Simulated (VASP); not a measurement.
# InO in VASP: further runs, part 2 of 2

VASP 6.6.1.

## 4. Single point, LDA

This run uses another cell than the first one, of the same volume but with other edges.

Input file INCAR:

```
SYSTEM = InO
  PREC = Accurate
  ENCUT = 520
  EDIFF = 1E-7
  ISMEAR = 0
  SIGMA = 0.03
  LREAL = .False.
  LASPH = .True.
  NELM = 60
  ALGO = Normal
  ISIF = 2
  LWAVE = .False.
  LCHARG = .False.
  NBANDS = 27
```

Input file KPOINTS:

```
Automatic mesh
0
Gamma
  12 12 4
  0 0 0
```

Input file POSCAR:

```
InO
1.0
    3.6458667838      0.0000000000      0.0000000000
   -1.8229333919      3.1574132536      0.0000000000
    0.0000000000      0.0000000000     14.2467935377
In O
2 2
Direct
    0.6666666667      0.3333333333      0.5900210000
    0.6666666667      0.3333333333      0.4099790000
    0.0000000000      0.0000000000      0.6398670000
    0.0000000000      0.0000000000      0.3601330000
```

Potentials or basis: VASP PAW LDA potentials, release 64 (In_d, O).

On the command line:

```sh
$ cat potpaw_LDA.64/In_d/POTCAR potpaw_LDA.64/O/POTCAR > POTCAR
$ mpirun -np 1 vasp_std > vasp.out
```

OUTCAR:

```text
SYSTEM = InO
   PREC = Accurate
   ENCUT = 520
   EDIFF = 1E-7
   ISMEAR = 0
   LREAL = .False.
   LASPH = .True.
   NELM = 60
   ISIF = 2

 ion  position               nearest neighbor table
   1  0.667  0.333  0.590-   3 2.22   3 2.22   3 2.22   2 2.57
   2  0.667  0.333  0.410-   4 2.22   4 2.22   4 2.22   1 2.57
   3  0.000  0.000  0.640-   1 2.22   1 2.22   1 2.22
   4  0.000  0.000  0.360-   2 2.22   2 2.22   2 2.22

  LATTYP: Found a hexagonal cell.
 ALAT       =     3.6458667838
 C/A-ratio  =     3.9076560891

  Lattice vectors:

 A1 = (   3.6458667838,   0.0000000000,   0.0000000000)
 A2 = (  -1.8229333919,   3.1574132536,   0.0000000000)
 A3 = (   0.0000000000,   0.0000000000,  14.2467935377)

Analysis of symmetry for initial positions (statically):
=====================================================================
 Subroutine PRICEL returns:
 Original cell was already a primitive cell.

 Routine SETGRP: Setting up the symmetry group for a
 hexagonal supercell.

 Subroutine GETGRP returns: Found 12 space group operations
 (whereof 12 operations were pure point group operations)
 out of a pool of 24 trial point group operations.
[... 162 lines left out ...]
  ext. energy  EPLUGINS =         0.00000000
  ---------------------------------------------------
  free energy    TOTEN  =       -21.41204923 eV

  energy without entropy =      -21.41204840  energy(sigma->0) =      -21.41204882

 E-fermi :  -1.8504     XC(G=0):  -5.2291

 val. band max:       -1.9332884204   @ k =   0.1667   0.1667   0.5000
 cond. band min:      -1.7786656766   @ k =   0.0000   0.0000   0.5000
 fundamental gap:      0.1546227438
 Fermi energy:        -1.8503583089

 k-point     1 :       0.0000    0.0000    0.0000
  band No.  band energies     occupation
      1     -18.6687      2.00000
      2     -18.6196      2.00000
      3     -15.7454      2.00000
      4     -15.4598      2.00000
      5     -15.4598      2.00000
      6     -15.3115      2.00000
[... 709 lines left out ...]
     26       6.3083      0.00000
     27       7.3757      0.00000

 [... further k-points ...]
[... 5 lines left out ...]
  --------------------------------------------------------------------------------------
  -------------------------------------------------------------------------------------
  Total       -8.1993165     -8.1993165      3.1263499      0.0000000      0.0000000      0.0000000
  in kB      -80.1011731    -80.1011731     30.5420942      0.0000000      0.0000000      0.0000000
  external PRESSURE =     -43.2200840 kB  Pullay stress =       0.0000000 kB

 VOLUME and BASIS-vectors are now :
 -----------------------------------------------------------------------------
  energy-cutoff  :      520.00
  volume of cell :      164.00
      direct lattice vectors                 reciprocal lattice vectors
     3.645866784  0.000000000  0.000000000     0.274283198  0.158357478  0.000000000
    -1.822933392  3.157413254  0.000000000     0.000000000  0.316714956  0.000000000
     0.000000000  0.000000000 14.246793538     0.000000000  0.000000000  0.070191233

 POSITION                                       TOTAL-FORCE (eV/Angst)
 -----------------------------------------------------------------------------------
      1.82293      1.05247      8.40591         0.000000      0.000000      2.166388
      1.82293      1.05247      5.84089         0.000000     -0.000000     -2.166388
      0.00000      0.00000      9.11605        -0.000000      0.000000     -0.593733
      0.00000      0.00000      5.13074        -0.000000     -0.000000      0.593733
 -----------------------------------------------------------------------------------
    total drift:                               -0.000000      0.000000      0.000000

  FREE ENERGIE OF THE ION-ELECTRON SYSTEM (eV)
  ---------------------------------------------------
  free  energy   TOTEN  =       -21.4120492321 eV

  energy  without entropy=      -21.4120484019  energy(sigma->0) =      -21.41204882
```

OSZICAR:

```text
N       E                     dE             d eps       ncg     rms          rms(c)
DAV:   1     0.393033901149E+03    0.39303E+03   -0.17839E+04  3086   0.143E+03
DAV:   2     0.396544999362E+02   -0.35338E+03   -0.34000E+03  3385   0.376E+02
DAV:   3    -0.227238529354E+02   -0.62378E+02   -0.61246E+02  3936   0.174E+02
[... 13 lines left out ...]
DAV:  17    -0.214120308398E+02   -0.27511E-04   -0.37316E-06  4458   0.167E-02    0.259E-03
DAV:  18    -0.214120446841E+02   -0.13844E-04   -0.56136E-07  2852   0.419E-03    0.146E-03
DAV:  19    -0.214120486886E+02   -0.40045E-05   -0.23621E-07  2683   0.283E-03    0.736E-04
DAV:  20    -0.214120492147E+02   -0.52611E-06   -0.65020E-08  2531   0.300E-03    0.254E-04
DAV:  21    -0.214120492321E+02   -0.17476E-07   -0.92755E-09  2587   0.986E-04
   1 F= -.21412049E+02 E0= -.21412049E+02  d E =-.830207E-06
```

Wall time 6.6 min (1 thread of Intel Xeon Platinum 8488C (Sapphire Rapids), shared host); peak memory 0.35 GiB.

Results:

```
Free energy            : -21.4120 eV
Largest force          : 2.166 eV/Å
Band gap on the k mesh : 0.15 eV (least direct gap 0.75 eV)
```

Forces on the atoms (eV/Å):
```
In   0.000  0.000  2.166
In   0.000  0.000 -2.166
O    0.000  0.000 -0.594
O    0.000  0.000  0.594
```

Levels at points of the mesh, in eV from the valence-band top:
```tsv
k point	band 16	band 17	band 18	band 19	band 20	band 21	band 22	band 23
(0.00, 0.00, 0.00)	-1.62	-1.55	-1.55	-0.59	0.15	3.28	6.44	6.60
(0.50, 0.00, 0.00)	-2.32	-2.27	-1.34	-0.25	2.26	3.74	5.93	5.99
(0.00, 0.00, 0.50)	-1.62	-1.55	-1.55	-0.59	0.15	3.28	6.19	7.10
(0.50, 0.00, 0.50)	-2.32	-2.27	-1.34	-0.25	2.26	3.74	5.93	5.99
```

Caveat: spin-orbit coupling is left out, which moves the levels of the heavy elements.

## 5. Summary

| cell | gap on the mesh (eV) | largest force (eV/Å) |
| --- | --- | --- |
| a = 3.720, b = 3.720, c = 13.682 Å, angles 90.0, 90.0, 120.0°, 4 atoms | - | 3.39 |
| a = 3.164, b = 3.164, c = 18.912 Å, angles 90.0, 90.0, 120.0°, 4 atoms | none | 0.84 |
| a = 3.646, b = 3.646, c = 14.247 Å, angles 90.0, 90.0, 120.0°, 4 atoms | 0.15 | 2.17 |

Alike in all rows: task single point; level LDA; potentials or basis VASP PAW LDA potentials, release 64 (In_d, O); no spin polarisation; k mesh 12 × 12 × 4; cutoff (eV) 520; smearing gaussian 0.03 eV.

Caveats: spin-orbit coupling is left out, which moves the levels of the heavy elements.

Total energies depend on the potentials used, so only differences within one code and one set of settings carry meaning.
